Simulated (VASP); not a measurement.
# GdN (Fm-3m) in VASP: notebook, part 2 of 2

VASP 6.6.1. The steps go on from the part before.

## (4) Single point, PBEsol+U, collinear spin, ferromagnetic start

This run uses another cell than the first one, of 15.62 Å³/atom, 1.015 times its volume.

INCAR

```
PREC = Accurate
ENCUT = 520
EDIFF = 1E-6
ISMEAR = 0
SIGMA = 0.05
LREAL = False
LASPH = True
NELM = 150
ALGO = Normal
ISIF = 2
LWAVE = False
LCHARG = False
ISPIN = 2
MAGMOM = 7.63 0
LORBIT = 11
LMAXMIX = 6
LDAU = True
LDAUTYPE = 2
LDAUL = 3 -1
LDAUU = 6 0
LDAUJ = 0 0
LDAUPRINT = 1
GGA = PS
NBANDS = 22
```

KPOINTS

```
regular mesh
0
Gamma
  8 8 8
```

POSCAR

```
GdN
1.0
    0.0000000000      2.4994985661      2.4994985661
    2.4994985661      0.0000000000      2.4994985661
    2.4994985661      2.4994985661      0.0000000000
Gd N
1 1
Direct
    0.5000000000      0.5000000000      0.5000000000
    0.0000000000      0.0000000000      0.0000000000
```

Potentials or basis: VASP PAW PBE potentials, release 64 (Gd, N).

On the command line:

```sh
> cat potpaw_PBE.64/Gd/POTCAR potpaw_PBE.64/N/POTCAR > POTCAR
> mpirun -np 1 vasp_std > vasp.out
```

OUTCAR:

```text
PREC = Accurate
   ENCUT = 520
   EDIFF = 1E-6
   ISMEAR = 0
   LREAL = False
   LASPH = True
   NELM = 150
   ISIF = 2
   ISPIN = 2
   LORBIT = 11
   GGA = PS

 ion  position               nearest neighbor table
   1  0.500  0.500  0.500-   2 2.50   2 2.50   2 2.50   2 2.50   2 2.50   2 2.50
   2  0.000  0.000  0.000-   1 2.50   1 2.50   1 2.50   1 2.50   1 2.50   1 2.50

  LATTYP: Found a face centered cubic cell.
 ALAT       =     4.9989971322

  Lattice vectors:

 A1 = (   0.0000000000,   2.4994985661,   2.4994985661)
 A2 = (   2.4994985661,   0.0000000000,   2.4994985661)
 A3 = (   2.4994985661,   2.4994985661,   0.0000000000)

Analysis of symmetry for initial positions (statically):
=====================================================================
 Subroutine PRICEL returns:
 Original cell was already a primitive cell.

 Routine SETGRP: Setting up the symmetry group for a
 face centered cubic supercell.

 Subroutine GETGRP returns: Found 48 space group operations
 (whereof 48 operations were pure point group operations)
 out of a pool of 48 trial point group operations.

The static configuration has the point symmetry O_h .

Analysis of symmetry for dynamics (positions and initial velocities):
=====================================================================
 Subroutine PRICEL returns:
 Original cell was already a primitive cell.

 Routine SETGRP: Setting up the symmetry group for a
 face centered cubic supercell.

 Subroutine GETGRP returns: Found 48 space group operations
 (whereof 48 operations were pure point group operations)
 out of a pool of 48 trial point group operations.

[... 194 lines left out ...]
  o =  0.9924  v =  0.0000  0.0000  0.0000 -0.0164 -0.6123  0.0000  0.7905  0.0000  0.0000  0.0000  0.0000  0.0000  0.0000  0.0000      0.0000  0.0000  0.0000  0.0000  0.0000  0.0000  0.0000  0.0000  0.0000  0.0000  0.0000  0.0000  0.0000  0.0000
  o =  0.9924  v = -0.7906  0.0000 -0.6124  0.0000  0.0000 -0.0000  0.0000  0.0000  0.0000  0.0000  0.0000  0.0000  0.0000  0.0000      0.0000  0.0000  0.0000  0.0000  0.0000  0.0000  0.0000  0.0000  0.0000  0.0000  0.0000  0.0000  0.0000  0.0000
  o =  0.9924  v =  0.0000  0.0000 -0.0000 -0.9999  0.0100  0.0000 -0.0129  0.0000  0.0000  0.0000  0.0000  0.0000  0.0000  0.0000      0.0000  0.0000  0.0000  0.0000  0.0000  0.0000  0.0000  0.0000  0.0000  0.0000  0.0000  0.0000  0.0000  0.0000

 number of electron      23.0000005 magnetization       6.9998921

 Free energy of the ion-electron system (eV)
  ---------------------------------------------------
  ext. energy  EPLUGINS =         0.00000000
  ---------------------------------------------------
  free energy    TOTEN  =       -23.63257398 eV

  energy without entropy =      -23.63222583  energy(sigma->0) =      -23.63239991

 E-fermi :   3.4954     XC(G=0): -11.7551

 val. band max:        3.4594508631   @ k =   0.1250   0.1250   0.0000
 cond. band min:       3.5127365741   @ k =   0.3750   0.3750   0.0000
 fundamental gap:      0.0532857111
 Fermi energy:         3.4954437680

 spin component 1

 k-point     1 :       0.0000    0.0000    0.0000
  band No.  band energies     occupation
      1     -40.0646      1.00000
      2     -17.0677      1.00000
      3     -17.0677      1.00000
      4     -17.0677      1.00000
      5      -9.1929      1.00000
      6      -2.6290      1.00000
[... 1193 lines left out ...]
     21      15.4879      0.00000
     22      16.2944      0.00000

 [... further k-points ...]
[... 5 lines left out ...]
  --------------------------------------------------------------------------------------
  -------------------------------------------------------------------------------------
  Total       -0.8890164     -0.8890164     -0.8890164      0.0000000      0.0000000      0.0000000
  in kB      -45.6070212    -45.6070212    -45.6070212      0.0000000      0.0000000      0.0000000
  external PRESSURE =     -45.6070212 kB  Pullay stress =       0.0000000 kB

 VOLUME and BASIS-vectors are now :
 -----------------------------------------------------------------------------
  energy-cutoff  :      520.00
  volume of cell :       31.23
      direct lattice vectors                 reciprocal lattice vectors
     0.000000000  2.499498566  2.499498566    -0.200040123  0.200040123  0.200040123
     2.499498566  0.000000000  2.499498566     0.200040123 -0.200040123  0.200040123
     2.499498566  2.499498566  0.000000000     0.200040123  0.200040123 -0.200040123

 POSITION                                       TOTAL-FORCE (eV/Angst)
 -----------------------------------------------------------------------------------
      2.49950      2.49950      2.49950         0.000000     -0.000000     -0.000000
      0.00000      0.00000      0.00000        -0.000000      0.000000      0.000000
 -----------------------------------------------------------------------------------
    total drift:                                0.000000      0.000000      0.000000

  FREE ENERGIE OF THE ION-ELECTRON SYSTEM (eV)
  ---------------------------------------------------
  free  energy   TOTEN  =       -23.6325739784 eV

  energy  without entropy=      -23.6322258333  energy(sigma->0) =      -23.63239991

 total charge

# of ion       s       p       d       f       tot
--------------------------------------------------
    1        2.032   5.647   0.542   6.970  15.192
    2        1.242   2.368   0.000   0.000   3.610
--------------------------------------------------
tot          3.275   8.015   0.542   6.970  18.802

 magnetization (x)

# of ion       s       p       d       f       tot
--------------------------------------------------
    1       -0.004  -0.076   0.070   6.891   6.881
    2       -0.009  -0.104   0.000   0.000  -0.114
--------------------------------------------------
tot         -0.014  -0.180   0.070   6.891   6.768
```

Wall time 60 s (1 thread of Intel Xeon Platinum 8488C (Sapphire Rapids), shared host); peak memory 0.2 GiB.

Results:

| Property | Result |
| --- | --- |
| Free energy | -23.6326 eV |
| Pressure | -4.6 GPa |
| Band gap on the k mesh | zero (filled and empty bands overlap) |
| Net moment | 7.00 μB per cell |
| Site moments | Gd +6.88; N -0.11 μB |
| Valence electrons inside the program's atomic spheres | Gd 15.19; N 3.61 |

Levels at points of the mesh, in eV from the Fermi level:
Spin up:
| k point | band 12 | band 13 | band 14 | band 15 | band 16 | band 17 | band 18 | band 19 |
| --- | --- | --- | --- | --- | --- | --- | --- | --- |
| (0.00, 0.00, 0.00) | -5.90 | 0.30 | 0.30 | 0.30 | 2.65 | 2.65 | 2.65 | 3.35 |
| (0.50, 0.00, 0.00) | -5.86 | -4.15 | -2.31 | -2.31 | 5.30 | 6.02 | 6.02 | 6.61 |
| (0.50, 0.50, 0.00) | -5.94 | -1.21 | -0.29 | -0.09 | -0.09 | 6.63 | 6.68 | 7.73 |
Spin down:
```tsv
k point	band 6	band 7	band 8	band 9	band 10	band 11
(0.00, 0.00, 0.00)	-0.28	-0.28	-0.28	3.45	3.45	3.45
(0.50, 0.00, 0.00)	-3.90	-2.22	-2.22	4.56	4.96	4.96
(0.50, 0.50, 0.00)	-0.91	-0.36	-0.36	0.33	5.02	5.06
```

Eigenvalues of the final occupation matrices:
| site | spin | trace | eigenvalues |
| --- | --- | --- | --- |
| site 1 f | 1 | 6.94 | 0.99 0.99 0.99 0.99 0.99 0.99 0.99 |
| site 1 f | 2 | 0.04 | 0.00 0.00 0.00 0.00 0.01 0.01 0.01 |

Caveat: the PAW data sets were made with another functional, which shifts forces and pressure a little; spin-orbit coupling is left out, which moves the levels of the heavy elements; a cell with one magnetic atom can't hold antiferromagnetic order, which such compounds often take. The state reached can hang on the start; a lower one may exist.

## (5) Single point, PBEsol+U, collinear spin, ferrimagnetic start (volume scaled by 1.04)

INCAR

```
SYSTEM = GdN
PREC     = Accurate       ! precision mode
ENCUT    = 520            ! plane-wave cutoff, eV
EDIFF    = 1E-7           ! SCF threshold, eV
ISMEAR   = 0              ! smearing method
SIGMA    = 0.05           ! smearing width, eV
LREAL    = .FALSE.        ! projectors in reciprocal space
LASPH    = .TRUE.         ! aspherical terms in the spheres
NELM     = 150            ! most SCF steps
ALGO     = Normal         ! electronic algorithm
ISIF     = 2              ! what is computed and relaxed
LWAVE    = .FALSE.        ! write WAVECAR
LCHARG   = .FALSE.        ! write CHGCAR
ISPIN    = 2              ! spin polarisation
MAGMOM   = 7.63 -0.16     ! initial moments
LORBIT   = 11             ! projections on sites
LMAXMIX  = 6              ! l up to which the mixer works
LDAU     = .TRUE.         ! DFT+U
LDAUTYPE = 2            
LDAUL    = 3 -1           ! shell
LDAUU    = 6 0            ! U, eV
LDAUJ    = 0 0          
LDAUPRINT= 1            
GGA      = PS             ! functional
NBANDS   = 22             ! bands
```

KPOINTS

```
regular mesh
0
G
  8 8 8
  0 0 0
```

POSCAR

```
GdN
1.0
    0.0000000000      2.5035965336      2.5035965336
    2.5035965336      0.0000000000      2.5035965336
    2.5035965336      2.5035965336      0.0000000000
Gd N
1 1
Direct
    0.5000000000      0.5000000000      0.5000000000
    0.0000000000      0.0000000000      0.0000000000
```

On the command line:

```sh
> cat potpaw_PBE.64/Gd/POTCAR potpaw_PBE.64/N/POTCAR > POTCAR
> mpirun -np 1 vasp_std > vasp.out
```

Run time: 70 s. Hardware: 1 thread of Intel Xeon Platinum 8488C (Sapphire Rapids), shared host; peak memory 0.2 GiB.

It converged, with:

| Quantity | Value |
| --- | --- |
| Free energy | -23.6280 eV |
| Pressure | -5.3 GPa |
| Band gap on the k mesh | zero (filled and empty bands overlap) |
| Net moment | 7.00 μB per cell |
| Site moments | Gd +6.88; N -0.11 μB |
| Valence electrons inside the program's atomic spheres | Gd 15.19; N 3.61 |

Levels at points of the mesh, in eV from the Fermi level:
Spin up:
```
           k point  band 13  band 14  band 15  band 16  band 17  band 18
(0.00, 0.00, 0.00)     0.29     0.29     0.29     2.65     2.65     2.65
(0.50, 0.00, 0.00)    -4.14    -2.30    -2.30     5.28     5.99     5.99
(0.50, 0.50, 0.00)    -1.23    -0.29    -0.10    -0.10     6.60     6.63
```
Spin down:
```csv
k point,band 6,band 7,band 8,band 9,band 10,band 11
"(0.00, 0.00, 0.00)",-0.28,-0.28,-0.28,3.44,3.44,3.44
"(0.50, 0.00, 0.00)",-3.89,-2.21,-2.21,4.54,4.94,4.94
"(0.50, 0.50, 0.00)",-0.93,-0.37,-0.37,0.34,5.00,5.04
```

Eigenvalues of the final occupation matrices:
| site | spin | trace | eigenvalues |
| --- | --- | --- | --- |
| site 1 f | 1 | 6.94 | 0.99 0.99 0.99 0.99 0.99 0.99 0.99 |
| site 1 f | 2 | 0.04 | 0.00 0.00 0.00 0.00 0.01 0.01 0.01 |

Caveat: the cell differs from its parent crystal (volume scaled by 1.04); the PAW data sets were made with another functional, which shifts forces and pressure a little; spin-orbit coupling is left out, which moves the levels of the heavy elements; a cell with one magnetic atom can't hold antiferromagnetic order, which such compounds often take. The state reached can hang on the start; a lower one may exist.

## (6) Single point, r2SCAN+rVV10+U, collinear spin, ferrimagnetic start (volume scaled by 0.96)

POSCAR

```
GdN
1.0
    0.0000000000      2.4518800326      2.4518800326
    2.4518800326      0.0000000000      2.4518800326
    2.4518800326      2.4518800326      0.0000000000
Gd N
1 1
Direct
    0.5000000000      0.5000000000      0.5000000000
    0.0000000000      0.0000000000      0.0000000000
```

INCAR.step1

```
  PREC = Accurate
  ENCUT = 520
  ISMEAR = 0
  SIGMA = 0.05
  LREAL = False
  LASPH = True
  NELM = 150
  ISPIN = 2
  MAGMOM = 7.64 -0.18
  LMAXMIX = 6
  LDAU = True
  LDAUTYPE = 2
  LDAUL = 3 -1
  LDAUU = 4 0
  LDAUJ = 0 0
  NBANDS = 22
  GGA = PE
  ALGO = Normal
  EDIFF = 1E-4
  LWAVE = True
  LCHARG = False
```

INCAR.step2

```
  PREC = Accurate
  ENCUT = 520
  EDIFF = 1E-6
  ISMEAR = 0
  SIGMA = 0.05
  LREAL = False
  LASPH = True
  NELM = 150
  ALGO = Normal
  ISIF = 2
  LWAVE = False
  LCHARG = False
  ISPIN = 2
  MAGMOM = 7.64 -0.18
  LORBIT = 11
  LMAXMIX = 6
  LDAU = True
  LDAUTYPE = 2
  LDAUL = 3 -1
  LDAUU = 4 0
  LDAUJ = 0 0
  LDAUPRINT = 1
  METAGGA = R2SCAN
  LMIXTAU = True
  LUSE_VDW = True
  IVDW_NL = 2
  BPARAM = 11.95
  CPARAM = 0.0093
  NBANDS = 22
  ISTART = 1
```

KPOINTS

```
Automatic mesh
0
Gamma
  8 8 8
```

Potentials or basis: VASP PAW PBE potentials, release 64 (Gd, N).

On the command line:

```sh
> cat potpaw_PBE.64/Gd/POTCAR potpaw_PBE.64/N/POTCAR > POTCAR
> cp INCAR.step1 INCAR
> mpirun -np 1 vasp_std > vasp.out
> cp INCAR.step2 INCAR
> mpirun -np 1 vasp_std > vasp.out
```

It took 3.4 min on 1 thread of Intel Xeon Platinum 8488C (Sapphire Rapids), shared host; peak memory 0.3 GiB.

It converged, with:

| Property | Result |
| --- | --- |
| Free energy | -53.0220 eV |
| Pressure | 7.7 GPa |
| Band gap on the k mesh | zero (filled and empty bands overlap) |
| Net moment | 7.00 μB per cell |
| Site moments | Gd +6.82; N -0.14 μB |
| Valence electrons inside the program's atomic spheres | Gd 15.28; N 3.70 |

Levels at points of the mesh, in eV from the Fermi level:
Spin up:
| k point | band 11 | band 12 | band 13 | band 14 | band 15 | band 16 | band 17 | band 18 | band 19 | band 20 |
| --- | --- | --- | --- | --- | --- | --- | --- | --- | --- | --- |
| (0.00, 0.00, 0.00) | -5.26 | -5.26 | 0.27 | 0.27 | 0.27 | 2.89 | 2.89 | 2.89 | 4.29 | 5.17 |
| (0.50, 0.00, 0.00) | -5.26 | -5.23 | -4.49 | -2.69 | -2.69 | 5.89 | 6.56 | 6.56 | 7.48 | 11.11 |
| (0.50, 0.50, 0.00) | -5.33 | -5.31 | -1.29 | -0.25 | -0.13 | -0.13 | 7.17 | 7.56 | 8.33 | 8.33 |
Spin down:
| k point | band 6 | band 7 | band 8 | band 9 | band 10 | band 11 |
| --- | --- | --- | --- | --- | --- | --- |
| (0.00, 0.00, 0.00) | -0.55 | -0.55 | -0.55 | 3.86 | 3.86 | 3.86 |
| (0.50, 0.00, 0.00) | -4.16 | -2.62 | -2.62 | 5.00 | 5.40 | 5.40 |
| (0.50, 0.50, 0.00) | -0.89 | -0.53 | -0.53 | 0.52 | 5.52 | 5.52 |

Eigenvalues of the final occupation matrices:
| site | spin | trace | eigenvalues |
| --- | --- | --- | --- |
| site 1 f | 1 | 6.94 | 0.99 0.99 0.99 0.99 0.99 0.99 0.99 |
| site 1 f | 2 | 0.05 | 0.00 0.00 0.00 0.00 0.01 0.01 0.01 |

Caveat: the cell differs from its parent crystal (volume scaled by 0.96); the PAW data sets were made with another functional, which shifts forces and pressure a little; spin-orbit coupling is left out, which moves the levels of the heavy elements; a cell with one magnetic atom can't hold antiferromagnetic order, which such compounds often take.

## (7) Summary

| level | spin | U | cell | gap on the mesh (eV) | pressure (GPa) | moment (μB) |
| --- | --- | --- | --- | --- | --- | --- |
| PBEsol+U | collinear, ferrimagnetic start | Gd f U = 6.0 eV | a = 3.518 Å, angles 60.0°, 2 atoms | none | -2.5 | 7.00 |
| PBE+U | collinear, ferromagnetic start | Gd f U = 6.0 eV | a = 3.535 Å, angles 60.0°, 2 atoms | none | 0.8 | 7.00 |
| PBEsol+U | collinear, ferromagnetic start | Gd f U = 6.0 eV | a = 3.535 Å, angles 60.0°, 2 atoms | none | -4.6 | 7.00 |
| PBEsol+U | collinear, ferrimagnetic start | Gd f U = 6.0 eV | a = 3.541 Å, angles 60.0°, 2 atoms | none | -5.3 | 7.00 |
| r2SCAN+rVV10+U | collinear, ferrimagnetic start | Gd f U = 4.0 eV | a = 3.467 Å, angles 60.0°, 2 atoms | none | 7.7 | 7.00 |

Alike in all rows: task single point; potentials or basis VASP PAW PBE potentials, release 64 (Gd, N); k mesh 8 × 8 × 8; cutoff (eV) 520; smearing gaussian 0.05 eV.

Caveats: spin-orbit coupling is left out, which moves the levels of the heavy elements; a cell with one magnetic atom can't hold antiferromagnetic order, which such compounds often take; the PAW data sets were made with another functional, which shifts forces and pressure a little (some runs).

Total energies depend on the potentials used, so only differences within one code and one set of settings carry meaning.
